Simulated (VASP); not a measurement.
Wanted: the native input for a VASP 6.6.1 run.

```
Task                   : single point
Functional             : r2SCAN
Potentials or basis    : VASP PAW PBE potentials, release 64 (Cs_sv, C)
Cutoff                 : 520 eV
k mesh                 : 6 × 6 × 4
Occupations            : fermi-dirac, width 0.05 eV
Spin                   : no spin polarisation
Dipole correction      : no
Further INCAR settings : ALGO = Normal; EDIFF = 1e-07; NBANDS = 14
```

Crystal: CsC.

```
Cs C
1.0
     3.92918    0.00000    0.00000
    -1.96459    3.40277    0.00000
     0.00000    0.00000    5.82433
Cs C
1 1
Direct
  0.01613 0.00707 0.99882
  0.01156 0.02126 0.50441
```

These files were run (other wordings do the same):

POSCAR

```
CsC
1.0
    3.9291816700      0.0000000000      0.0000000000
   -1.9645908300      3.4027711400      0.0000000000
    0.0000000000      0.0000000000      5.8243269500
Cs C
1 1
Direct
    0.0161270000      0.0070670000     -0.0011790000
    0.0115570000      0.0212560000      0.5044060000
```

INCAR.step1

```
SYSTEM = CsC
PREC = Accurate ; ENCUT = 520
ISMEAR = -1 ; SIGMA = 0.05
LREAL = .False. ; LASPH = .True.
NELM = 60 ; NBANDS = 14
GGA = PE ; ALGO = Normal
EDIFF = 1E-4 ; LWAVE = .True.
LCHARG = .False.
```

INCAR.step2

```
SYSTEM = CsC
PREC = Accurate ; ENCUT = 520
EDIFF = 1E-7 ; ISMEAR = -1
SIGMA = 0.05 ; LREAL = .False.
LASPH = .True. ; NELM = 60
ALGO = Normal ; ISIF = 2
LWAVE = .False. ; LCHARG = .False.
METAGGA = R2SCAN ; LMIXTAU = .True.
NBANDS = 14 ; ISTART = 1
```

KPOINTS

```
regular mesh
0
Gamma
  6 6 4
  0 0 0
```

Potentials or basis: VASP PAW PBE potentials, release 64 (Cs_sv, C).

Command:

```bash
$ cat potpaw_PBE.64/Cs_sv/POTCAR potpaw_PBE.64/C/POTCAR > POTCAR
$ cp INCAR.step1 INCAR
$ mpirun -np 1 vasp_std > vasp.out
$ cp INCAR.step2 INCAR
$ mpirun -np 1 vasp_std > vasp.out
```

It gave:

```
Pressure               : -1.4 GPa
Largest force          : 0.128 eV/Å
Band gap on the k mesh : zero (an odd number of electrons rules out a gap without spin polarisation)
```

Caveat: the PAW data sets were made with another functional, which shifts forces and pressure a little; spin-orbit coupling is left out, which moves the levels of the heavy elements; an odd number of electrons without spin polarisation forces a metal; a magnetic or distorted state may lie lower.

It took 4.2 min on 1 thread of Intel(R) Xeon(R) Platinum 8488C (Sapphire Rapids), with other jobs on the host, peak memory 0.26 GiB.
